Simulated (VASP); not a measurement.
Wanted: the native input for a VASP 6.6.1 run.

* Task: single point
* Functional: PBE
* Potentials or basis: VASP PAW PBE potentials, release 64 (Sr_sv, Ti_sv, O)
* Cutoff: 520 eV
* k mesh: 8 × 8 × 8
* Occupations: fermi-dirac, width 0.02 eV
* Spin: no spin polarisation
* Dipole correction: no
* Further INCAR settings: ALGO = Normal; EDIFF = 1e-07; NBANDS = 51

The structure of SrTiO3 lies in POSCAR:

```
SrTiO3
1.0
   -2.7555000000      2.7555000000      3.7810600000
    2.7555000000     -2.7555000000      3.7810600000
    2.7555000000      2.7555000000     -3.7810600000
Sr Ti O
2 2 6
Direct
    0.7500000000      0.2500000000      0.5000000000
    0.2500000000      0.7500000000      0.5000000000
    0.0000000000      0.0000000000      0.0000000000
    0.5000000000      0.5000000000      0.0000000000
    0.2500000000      0.2500000000      0.0000000000
    0.7500000000      0.7500000000      0.0000000000
    0.7327783626      0.2327783626      0.9655567251
    0.2327783626      0.2672216374      0.5000000000
    0.2672216374      0.7672216374      0.0344432749
    0.7672216374      0.7327783626      0.5000000000
```

This cell differs from its parent crystal: z stretched by -3 %, then relaxed in part.

These files were run (other wordings do the same):

INCAR

```
  PREC = Accurate
  ENCUT = 520
  EDIFF = 1E-7
  ISMEAR = -1
  SIGMA = 0.02
  LREAL = F
  LASPH = T
  NELM = 100
  ALGO = Normal
  ISIF = 2
  LWAVE = F
  LCHARG = F
  GGA = PE
  NBANDS = 51
```

KPOINTS

```
Automatic mesh
0
Gamma
  8 8 8
```

Potentials or basis: VASP PAW PBE potentials, release 64 (Sr_sv, Ti_sv, O).

Launch:

```sh
$ cat potpaw_PBE.64/Sr_sv/POTCAR potpaw_PBE.64/Ti_sv/POTCAR potpaw_PBE.64/O/POTCAR > POTCAR
$ mpirun -np 1 vasp_std > vasp.out
```

Results of the run:

```json
{"Pressure": "12.7 GPa", "Largest force": "0.012 eV/Å", "Band gap on the k mesh": "1.93 eV"}
```

Caveat: the cell differs from its parent crystal (z stretched by -3 %, then relaxed in part); the cell stands under pressure.

Run time: 8.8 min on 1 thread of Intel(R) Xeon(R) Platinum 8488C (Sapphire Rapids) (shared host), peak memory 0.44 GiB.
